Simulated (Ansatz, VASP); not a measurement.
Li: VASP beside Ansatz

The input POSCAR:

```
Li
1.0
    0.0000000000      2.9332963867      2.9332963867
    2.9332963867      0.0000000000      2.9332963867
    2.9332963867      2.9332963867      0.0000000000
Li
2
Direct
   -0.1700000000     -0.1100000000     -0.1100000000
    0.1700000000      0.1100000000      0.1100000000
```

The input INCAR.step1:

```
SYSTEM = Li
ALGO = Normal
EDIFF = 1E-4
ENCUT = 520
GGA = PE
ISMEAR = -1
LASPH = .True.
LCHARG = .False.
LREAL = .False.
LWAVE = .True.
NBANDS = 10
NELM = 80
PREC = Accurate
SIGMA = 0.05
```

Contents of INCAR.step2:

```
SYSTEM = Li
ALGO = Normal
EDIFF = 1E-8
ENCUT = 520
ISIF = 2
ISMEAR = -1
ISTART = 1
LASPH = .True.
LCHARG = .False.
LEFG = .True.
LMIXTAU = .True.
LREAL = .False.
LWAVE = .False.
METAGGA = R2SCAN
NBANDS = 10
NELM = 80
PREC = Accurate
SIGMA = 0.05
```

Contents of KPOINTS:

```
k-points
0
Gamma
  9 9 9
  0 0 0
```

Input for Ansatz:

```yaml
crystal:
  lattice:
    - [0.0, 2.9332963867, 2.9332963867]
    - [2.9332963867, 0.0, 2.9332963867]
    - [2.9332963867, 2.9332963867, 0.0]
  atoms:
    - { symbol: Li, position: [-0.17, -0.11, -0.11] }
    - { symbol: Li, position: [0.17, 0.11, 0.11] }
kpoints:
  mp_grid: { grid: [9, 9, 9] }
scf:
  occupations: { method: fermi_dirac, width: 0.05 }
hamiltonian:
  xc: r2scan
  pseudopotentials: { kind: paw }
output:
  forces: true
  stress: true
  eigenvalues: true
  efg: { contact_densities: true }
  populations: true
  write_density: true
  write_potential: true
  elf: true
  volumetric_format: npy
```

Change from the starting cell: shortest bond scaled by 0.88, PAW files.

Alike in both runs: task electric field gradients; functional r2SCAN; k mesh 9 × 9 × 9; occupations fermi-dirac, width 0.05 eV; no spin polarisation.

|  | VASP | Ansatz |
| --- | --- | --- |
| version | VASP 6.6.1 | Ansatz 0.2.0 |
| potentials or method | VASP PAW PBE potentials, release 64 (Li_sv) | PAW with Ansatz's default frozen-core files, scalar-relativistic |
| plane-wave cutoff (eV) | 520 | 500 |
| valence electrons in the cell | 6 | 6 |

```csv
,VASP,Ansatz,Ansatz less VASP
rms of the force components (eV/Å),0.327,0.326,-0.0006
size of Vzz on the site where it differs most (V/Å²),1.3,1.3,+0.05
```

VASP's potentials were made for PBE, not for r2SCAN. Atom by atom the forces differ by 0.001 eV/Å (rms over components). With one functional, cell and mesh, what is left measures potentials, basis and numerics.

Noted on VASP's run: the cutoff is short for stress, so the pressure is rough.
